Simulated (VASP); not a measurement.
Here is a VASP 6.6.1 calculation.

INCAR

```
PREC = Accurate
ENCUT = 520
EDIFF = 1E-7
ISMEAR = -1
SIGMA = 0.05
LREAL = False
LASPH = True
NELM = 100
ALGO = Normal
ISIF = 2
LWAVE = False
LCHARG = False
GGA = PS
NBANDS = 8
```

File KPOINTS:

```
Automatic mesh
0
Gamma
  19 19 19
```

POSCAR

```
Sb
1.0
   -1.5248049028      1.5248049028      2.5126353215
    1.5248049028     -1.5248049028      2.5126353215
    1.5248049028      1.5248049028     -2.5126353215
Sb
1
Direct
    0.0000000000      0.0000000000      0.0000000000
```

Potentials or basis: VASP PAW PBE potentials, release 64 (Sb).

Launch:

```sh
$ cat potpaw_PBE.64/Sb/POTCAR > POTCAR
$ mpirun -np 1 vasp_std > vasp.out
```

Q: Predict the band gap on the k mesh.

A: Zero (an odd number of electrons rules out a gap without spin polarisation).

Q: What does it give for the pressure?

A: 10.5 GPa.

Stress tensor (GPa, compression positive):
```
11.00  0.00  0.00
 0.00 11.00  0.00
 0.00  0.00  9.62
```

Caveat: the cell stands under pressure; the PAW data sets were made with another functional, which shifts forces and pressure a little; spin-orbit coupling is left out, which moves the levels of the heavy elements.
